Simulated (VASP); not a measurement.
# As (Cmce) in VASP: a series of runs

As is run at these levels: PBEsol; tasks: single point, relaxation of cell and atoms.

Program: VASP 6.6.1. These are calculated values, not measurements. Logs are shortened: lines on timing, memory, paths and dates and some standing lists are left out, and cuts for length are marked.

## (1) The cell of the first run

Symmetry: Cmce, No. 64, orthorhombic system. The conventional cell has a = 3.647 Å, b = 9.905 Å, c = 3.691 Å, α = 90.00°, β = 90.00°, γ = 90.00°. Within 3.2 Å of As (site symmetry m) lie 9 As at 2.42 to 3.14 Å.

## (2) Single point, PBEsol

INCAR

```
SYSTEM = As
PREC     = Accurate       ! precision mode
ENCUT    = 520            ! plane-wave cutoff, eV
EDIFF    = 1E-6           ! SCF threshold, eV
ISMEAR   = -1             ! smearing method
SIGMA    = 0.05           ! smearing width, eV
LREAL    = .False.        ! projectors in reciprocal space
LASPH    = .True.         ! aspherical terms in the spheres
NELM     = 80             ! most SCF steps
ALGO     = Normal         ! electronic algorithm
ISIF     = 2              ! what is computed and relaxed
LWAVE    = .False.        ! write WAVECAR
LCHARG   = .True.         ! write CHGCAR
GGA      = PS             ! functional
LELF     = .True.         ! ELF
LVHAR    = .True.       
NBANDS   = 18             ! bands
```

KPOINTS

```
regular mesh
0
Gamma
  8 8 6
  0 0 0
```

POSCAR

```
As
1.0
    1.8233812703     -4.9525861812      0.0000000000
    1.8233812703      4.9525861812      0.0000000000
    0.0000000000      0.0000000000      3.6905075039
As
4
Direct
    0.3781539443      0.6218460557      0.5255937635
    0.8781539443      0.1218460557      0.9744062365
    0.6218460557      0.3781539443      0.4744062365
    0.1218460557      0.8781539443      0.0255937635
```

Potentials or basis: VASP PAW PBE potentials, release 64 (As).

Run with:

```
cat potpaw_PBE.64/As/POTCAR > POTCAR
mpirun -np 1 vasp_std > vasp.out
```

OUTCAR:

```text
SYSTEM = As
   PREC = Accurate
   ENCUT = 520
   EDIFF = 1E-6
   ISMEAR = -1
   LREAL = .False.
   LASPH = .True.
   NELM = 80
   ISIF = 2
   GGA = PS

 ion  position               nearest neighbor table
   1  0.378  0.622  0.526-   3 2.42   2 2.46   2 2.46   2 2.73   2 2.73
   2  0.878  0.122  0.974-   4 2.42   1 2.46   1 2.46   1 2.73   1 2.73
   3  0.622  0.378  0.474-   1 2.42   4 2.46   4 2.46   4 2.73   4 2.73
   4  0.122  0.878  0.026-   2 2.42   3 2.46   3 2.46   3 2.73   3 2.73

  LATTYP: Found a base centered orthorhombic cell.
 ALAT       =     3.6467625406
 B/A-ratio  =     2.7161550148
 C/A-ratio  =     1.0119955612

  Lattice vectors:

 A1 = (   1.8233812703,  -4.9525861812,   0.0000000000)
 A2 = (   1.8233812703,   4.9525861812,   0.0000000000)
 A3 = (   0.0000000000,   0.0000000000,   3.6905075039)

Analysis of symmetry for initial positions (statically):
=====================================================================
 Subroutine PRICEL returns:
 Original cell was already a primitive cell.

 Routine SETGRP: Setting up the symmetry group for a
 base centered orthorhombic supercell.

 Subroutine GETGRP returns: Found  8 space group operations
 (whereof  4 operations were pure point group operations)
 out of a pool of  8 trial point group operations.

The static configuration has the point symmetry C_2h.
 The point group associated with its full space group is D_2h.

Analysis of symmetry for dynamics (positions and initial velocities):
=====================================================================
 Subroutine PRICEL returns:
 Original cell was already a primitive cell.

 Routine SETGRP: Setting up the symmetry group for a
 base centered orthorhombic supercell.

 Subroutine GETGRP returns: Found  8 space group operations
 (whereof  4 operations were pure point group operations)
 out of a pool of  8 trial point group operations.

The dynamic configuration has the point symmetry C_2h.
 The point group associated with its full space group is D_2h.

 Subroutine INISYM returns: Found  8 space group operations
 (whereof  4 operations are pure point group operations),
 and found     1 'primitive' translations

----------------------------------------------------------------------------------------

                                     Primitive cell

  volume of cell :      66.6539

  direct lattice vectors                    reciprocal lattice vectors
     1.823381270 -4.952586181  0.000000000     0.274215825 -0.100957355  0.000000000
     1.823381270  4.952586181  0.000000000     0.274215825  0.100957355  0.000000000
     0.000000000  0.000000000  3.690507504     0.000000000  0.000000000  0.270965443

  length of vectors
     5.277577961  5.277577961  3.690507504     0.292210038  0.292210038  0.270965443

  position of ions in fractional coordinates (direct lattice)
     0.378153944  0.621846056  0.525593763
     0.878153944  0.121846056  0.974406237
     0.621846056  0.378153944  0.474406237
     0.121846056  0.878153944  0.025593763

  ion indices of the primitive-cell ions
   primitive index   ion index
                 1           1
                 2           2
                 3           3
                 4           4

----------------------------------------------------------------------------------------

 KPOINTS: regular mesh

Automatic generation of k-mesh.
 Grid dimensions read from file:
 generate k-points for:    8    8    6

 Generating k-lattice:

  Cartesian coordinates                     Fractional coordinates (reciprocal lattice)
     0.034276978 -0.012619669  0.000000000     0.125000000  0.000000000  0.000000000
     0.034276978  0.012619669  0.000000000     0.000000000  0.125000000  0.000000000
     0.000000000  0.000000000  0.045160907     0.000000000  0.000000000  0.166666667

  Length of vectors
     0.036526255  0.036526255  0.045160907

  Shift w.r.t. Gamma in fractional coordinates (k-lattice)
     0.000000000  0.000000000  0.000000000

 Subroutine IBZKPT returns following result:
 ===========================================

 Found     84 irreducible k-points:

 Following reciprocal coordinates:
            Coordinates               Weight
  0.000000  0.000000  0.000000      1.000000
  0.125000  0.000000  0.000000      4.000000
  0.250000  0.000000  0.000000      4.000000
  0.375000  0.000000  0.000000      4.000000
  0.500000  0.000000  0.000000      2.000000
  0.125000  0.125000  0.000000      2.000000
[... 16 lines left out ...]
  0.125000  0.000000  0.166667      8.000000
  0.250000  0.000000  0.166667      8.000000
 [... further k-points ...]
   k-points           NKPTS =     84   k-points in BZ     NKDIM =     84   number of bands    NBANDS=     18
   number of dos      NEDOS =    301   number of ions     NIONS =      4
   total plane-waves  NPLWV =  44800
   dimension x,y,z NGX =    40 NGY =   40 NGZ =   28
   dimension x,y,z NGXF=    80 NGYF=   80 NGZF=   56
   ions per type =               4
   NGX,Y,Z   is equivalent  to a cutoff of  12.60, 12.60, 12.61 a.u.
   NGXF,Y,Z  is equivalent  to a cutoff of  25.20, 25.20, 25.23 a.u.
 SYSTEM =  As
   PREC   = accura    normal or accurate (medium, high low for compatibility)
   ISTART =      0    job   : 0-new  1-cont  2-samecut
   ICHARG =      2    charge: 1-file 2-atom 10-const
   ISPIN  =      1    spin polarized calculation?
   LNONCOLLINEAR =      F non collinear calculations
   LSORBIT =      F    spin-orbit coupling
   LASPH  =      T    aspherical Exc in radial PAW
   ENCUT  =  520.0 eV  38.22 Ry    6.18 a.u.   9.81  9.81  6.86*2*pi/ulx,y,z
   NELM   =     80;   NELMIN=  2; NELMDL= -5     # of ELM steps
   EDIFF  = 0.1E-05   stopping-criterion for ELM
   LREAL  =      F    real-space projection
   EDIFFG = 0.1E-04   stopping-criterion for IOM
   NSW    =      0    number of steps for IOM
   IBRION =     -1    ionic relax: 0-MD 1-quasi-New 2-CG
   NFREE  =      0    steps in history (QN), initial steepest desc. (CG)
   ISIF   =      2    stress and relaxation
   ISYM   =      2    0-nonsym 1-usesym 2-fastsym
   POTIM  = 0.5000    time-step for ionic-motion
   TEBEG  =    0.0;   TEEND  =   0.0 temperature during run
   PSTRESS=    0.0 pullay stress
   NELECT =      20.0000    total number of electrons
   NUPDOWN=      -1.0000    fix difference up-down
   EMIN   =  10.00;   EMAX   =-10.00  energy-range for DOS
   EFERMI =   0.00;   METHOD = LEGACY
   ISMEAR =    -1;   SIGMA  =   0.05  broadening in eV -4-tet -1-fermi 0-gaus
   EFERMI_NEDOS =   21; number of points for ismear=-14 and -15
   IALGO  =     38    algorithm
   IMIX   =      4    mixing-type and parameters
     AMIX     =   0.40;   BMIX     =  1.00
     AMIX_MAG =   1.60;   BMIX_MAG =  1.00
  volume/ion in A,a.u.               =      16.66       112.45
  Fermi-wavevector in a.u.,A,eV,Ry     =   1.095998  2.071135 16.343466  1.201211
  Thomas-Fermi vector in A             =   2.232332
   LORBIT       =      0    0 simple, 1 ext, 2 COOP (PROOUT), +10 PAW based schemes
   GGA     = PS    functional components
   LHFCALC =     F    Hartree Fock is set to
   AEXX    =    0.0000 exact exchange contribution
   IVDW    =     0    specifies the selected vdW correction
   LEPSILON=     F    determine dielectric tensor
   LRPA    =     F    only Hartree local field effects (RPA)
 non-spin polarized calculation
  energy-cutoff  :      520.00
  volume of cell :       66.65
 maximum number of plane-waves:      1812
   NGX = 19   NGY = 19   NGZ = 13

 number of electron      20.0000003 magnetization

 Free energy of the ion-electron system (eV)
  ---------------------------------------------------
  ext. energy  EPLUGINS =         0.00000000
  ---------------------------------------------------
  free energy    TOTEN  =       -19.31209193 eV

  energy without entropy =      -19.30478766  energy(sigma->0) =      -19.30843980

 E-fermi :   7.6868     XC(G=0): -11.3397

 val. band max:        7.6753399724   @ k =  -0.3750   0.3750   0.1667
 cond. band min:       7.7177484994   @ k =   0.3750   0.1250   0.0000
 fundamental gap:      0.0424085270
 Fermi energy:         7.6867862448

 k-point     1 :       0.0000    0.0000    0.0000
  band No.  band energies     occupation
      1      -8.7700      2.00000
      2      -4.4530      2.00000
      3      -0.4605      2.00000
      4      -0.2380      2.00000
      5       2.6361      2.00000
      6       2.7526      2.00000
[... 10 lines left out ...]
     17      14.1674      0.00000
     18      14.3623      0.00000

 k-point     2 :       0.1250    0.0000    0.0000
  band No.  band energies     occupation
      1      -8.5811      2.00000
      2      -4.3966      2.00000
      3      -1.0678      2.00000
      4       0.0752      2.00000
      5       1.1516      2.00000
      6       2.8430      2.00000
[... 10 lines left out ...]
     17      13.1648      0.00000
     18      14.5441      0.00000

 k-point     3 :       0.2500    0.0000    0.0000
  band No.  band energies     occupation
      1      -8.0167      2.00000
      2      -4.1869      2.00000
      3      -2.5307      2.00000
      4      -0.6201      2.00000
      5       0.9645      2.00000
      6       3.4581      2.00000
[... 10 lines left out ...]
     17      13.4109      0.00000
     18      14.6000      0.00000

 k-point     4 :       0.3750    0.0000    0.0000
  band No.  band energies     occupation
      1      -7.0856      2.00000
      2      -4.2405      2.00000
      3      -3.7489      2.00000
      4      -1.9951      2.00000
      5       2.3172      2.00000
      6       4.4572      2.00000
[... 10 lines left out ...]
     17      15.4285      0.00000
     18      15.7857      0.00000

 k-point     5 :       0.5000    0.0000    0.0000
  band No.  band energies     occupation
      1      -5.8089      2.00000
      2      -5.8089      2.00000
      3      -3.0279      2.00000
      4      -3.0279      2.00000
      5       3.9748      2.00000
      6       3.9748      2.00000
[... 10 lines left out ...]
     17      17.1322      0.00000
     18      17.1336      0.00000

 k-point     6 :       0.1250    0.1250    0.0000
  band No.  band energies     occupation
      1      -8.1018      2.00000
      2      -3.8027      2.00000
      3      -2.3777      2.00000
      4      -0.8906      2.00000
      5       0.4144      2.00000
      6       3.3560      2.00000
[... 307 lines left out ...]
 k-point    21 :       0.5000    0.5000    0.0000
  band No.  band energies     occupation
      1      -7.7246      2.00000
      2      -6.9087      2.00000
      3      -0.4252      2.00000
      4       2.5576      2.00000
      5       2.6371      2.00000
      6       3.5334      2.00000
[... 10 lines left out ...]
     17      15.5742      0.00000
     18      15.9182      0.00000

 k-point    22 :       0.0000    0.0000    0.1667
  band No.  band energies     occupation
      1      -8.4844      2.00000
      2      -4.2590      2.00000
      3      -1.8152      2.00000
      4       0.0449      2.00000
      5       1.8506      2.00000
      6       3.5690      2.00000
[... 10 lines left out ...]
     17      14.0343      0.00000
     18      15.3774      0.00000

 k-point    23 :       0.1250    0.0000    0.1667
  band No.  band energies     occupation
      1      -8.2969      2.00000
      2      -4.1975      2.00000
      3      -1.9616      2.00000
      4       0.3515      2.00000
      5       0.9584      2.00000
      6       2.3360      2.00000
[... 10 lines left out ...]
     17      14.5053      0.00000
     18      15.1443      0.00000

 k-point    24 :       0.2500    0.0000    0.1667
  band No.  band energies     occupation
      1      -7.7377      2.00000
      2      -3.9849      2.00000
      3      -2.6765      2.00000
      4      -0.6119      2.00000
      5       1.1744      2.00000
      6       1.7846      2.00000
[... 10 lines left out ...]
     17      14.4114      0.00000
     18      15.2437      0.00000

 [... further k-points ...]

------------------------ aborting loop because EDIFF is reached ----------------------------------------

  FORCE on cell =-STRESS in cart. coord.  units (eV):
  Direction    XX          YY          ZZ          XY          YZ          ZX
  --------------------------------------------------------------------------------------
  -------------------------------------------------------------------------------------
  Total        8.6888173      8.6879022      8.6563948      0.0000000     -0.0000000      0.0000000
  in kB      208.8553625    208.8333658    208.0760136      0.0000000     -0.0000000      0.0000000
  external PRESSURE =     208.5882473 kB  Pullay stress =       0.0000000 kB

 VOLUME and BASIS-vectors are now :
 -----------------------------------------------------------------------------
  energy-cutoff  :      520.00
  volume of cell :       66.65
      direct lattice vectors                 reciprocal lattice vectors
     1.823381270 -4.952586181  0.000000000     0.274215825 -0.100957355  0.000000000
     1.823381270  4.952586181  0.000000000     0.274215825  0.100957355  0.000000000
     0.000000000  0.000000000  3.690507504     0.000000000  0.000000000  0.270965443

 POSITION                                       TOTAL-FORCE (eV/Angst)
 -----------------------------------------------------------------------------------
      1.82338      1.20691      1.93971         0.000000      0.069854     -0.049807
      1.82338     -3.74568      3.59605         0.000000      0.069854      0.049807
      1.82338     -1.20691      1.75080         0.000000     -0.069854      0.049807
      1.82338      3.74568      0.09445         0.000000     -0.069854     -0.049807
 -----------------------------------------------------------------------------------
    total drift:                               -0.000000      0.000000      0.000000

  FREE ENERGIE OF THE ION-ELECTRON SYSTEM (eV)
  ---------------------------------------------------
  free  energy   TOTEN  =       -19.3120919326 eV

  energy  without entropy=      -19.3047876646  energy(sigma->0) =      -19.30843980
```

Wall time 37 s (1 thread of Intel Xeon 6975P-C (Granite Rapids), shared host); peak memory 0.24 GiB.

What came out:

* Free energy: -19.3121 eV
* Pressure: 20.9 GPa
* Largest force: 0.086 eV/Å
* Band gap on the k mesh: zero (bands 10 and 11 overlap by 1.50 eV)

Forces on the atoms (eV/Å):
```
As   0.000  0.070 -0.050
As   0.000  0.070  0.050
As   0.000 -0.070  0.050
As   0.000 -0.070 -0.050
```

Caveat: the cell stands under pressure; the PAW data sets were made with another functional, which shifts forces and pressure a little.

## (3) Single point, PBEsol

This run uses another cell than the first one, of 18.28 Å³/atom.

INCAR

```
  PREC = Accurate
  ENCUT = 520
  EDIFF = 1E-6
  ISMEAR = -1
  SIGMA = 0.05
  LREAL = F
  LASPH = T
  NELM = 80
  ALGO = Normal
  ISIF = 2
  LWAVE = F
  LCHARG = F
  GGA = PS
  NBANDS = 18
```

KPOINTS

```
Automatic mesh
0
Gamma
  8 8 6
```

POSCAR

```
As
1.0
    1.8462027067     -5.1147134204      0.0000000000
    1.8462027067      5.1147134204      0.0000000000
    0.0000000000      0.0000000000      3.8720044798
As
4
Direct
    0.3811919693      0.6188080307      0.5374364282
    0.8811919693      0.1188080307      0.9625635718
    0.6188080307      0.3811919693      0.4625635718
    0.1188080307      0.8811919693      0.0374364282
```

Potentials or basis: VASP PAW PBE potentials, release 64 (As).

Run with:

```
cat potpaw_PBE.64/As/POTCAR > POTCAR
mpirun -np 1 vasp_std > vasp.out
```

OUTCAR:

```text
PREC = Accurate
   ENCUT = 520
   EDIFF = 1E-6
   ISMEAR = -1
   LREAL = F
   LASPH = T
   NELM = 80
   ISIF = 2
   GGA = PS

 ion  position               nearest neighbor table
   1  0.381  0.619  0.537-   3 2.45   2 2.47   2 2.47   2 2.89   2 2.89
   2  0.881  0.119  0.963-   4 2.45   1 2.47   1 2.47   1 2.89   1 2.89
   3  0.619  0.381  0.463-   1 2.45   4 2.47   4 2.47   4 2.89   4 2.89
   4  0.119  0.881  0.037-   2 2.45   3 2.47   3 2.47   3 2.89   3 2.89

  LATTYP: Found a base centered orthorhombic cell.
 ALAT       =     3.6924054134
[... 704 lines left out ...]
  Direction    XX          YY          ZZ          XY          YZ          ZX
  --------------------------------------------------------------------------------------
  -------------------------------------------------------------------------------------
  Total        4.8695536      4.8770514      4.8010926      0.0000000      0.0000000      0.0000000
  in kB      106.6923290    106.8566061    105.1923425      0.0000000      0.0000000      0.0000000
  external PRESSURE =     106.2470925 kB  Pullay stress =       0.0000000 kB

 VOLUME and BASIS-vectors are now :
 -----------------------------------------------------------------------------
  energy-cutoff  :      520.00
  volume of cell :       73.13
      direct lattice vectors                 reciprocal lattice vectors
     1.846202707 -5.114713420  0.000000000     0.270826166 -0.097757188  0.000000000
     1.846202707  5.114713420  0.000000000     0.270826166  0.097757188  0.000000000
     0.000000000  0.000000000  3.872004480     0.000000000  0.000000000  0.258264164

 POSITION                                       TOTAL-FORCE (eV/Angst)
 -----------------------------------------------------------------------------------
      1.84620      1.21534      2.08096         0.000000      0.064354     -0.055032
      1.84620     -3.89938      3.72705         0.000000      0.064354      0.055032
      1.84620     -1.21534      1.79105         0.000000     -0.064354      0.055032
      1.84620      3.89938      0.14495         0.000000     -0.064354     -0.055032
 -----------------------------------------------------------------------------------
    total drift:                                0.000000     -0.000000      0.000000

  FREE ENERGIE OF THE ION-ELECTRON SYSTEM (eV)
  ---------------------------------------------------
  free  energy   TOTEN  =       -19.9154830778 eV

  energy  without entropy=      -19.9095931626  energy(sigma->0) =      -19.91253812
```

stdout:

```text
POSCAR found type information on POSCAR As
 POSCAR found :  1 types and       4 ions
 scaLAPACK will be used
 -----------------------------------------------------------------------------
|                                                                             |
|                                                                             |
|     You enforced a specific xc type in the INCAR file but a different       |
|     I HOPE YOU KNOW WHAT YOU ARE DOING!                                     |
|                                                                             |
 -----------------------------------------------------------------------------

 LDA part: xc-table for (Slater+PW92), standard interpolation
 POSCAR, INCAR and KPOINTS ok, starting setup
 FFT: planning ... GRIDC
 FFT: planning ... GRID_SOFT
 FFT: planning ... GRID
 WAVECAR not read
 entering main loop
```

It took 34 s on 1 thread of Intel Xeon 6975P-C (Granite Rapids), shared host; peak memory 0.25 GiB.

Results:

| Item | Value |
| --- | --- |
| Free energy | -19.9155 eV |
| Pressure | 10.6 GPa |
| Largest force | 0.085 eV/Å |
| Band gap on the k mesh | zero (bands 10 and 11 overlap by 1.08 eV) |

Forces in eV/Å, atoms in the order of the input:
```
As   0.000  0.064 -0.055
As   0.000  0.064  0.055
As   0.000 -0.064  0.055
As   0.000 -0.064 -0.055
```

Caveat: the cell stands under pressure; the PAW data sets were made with another functional, which shifts forces and pressure a little.

(Continued in part 2 of 2.)
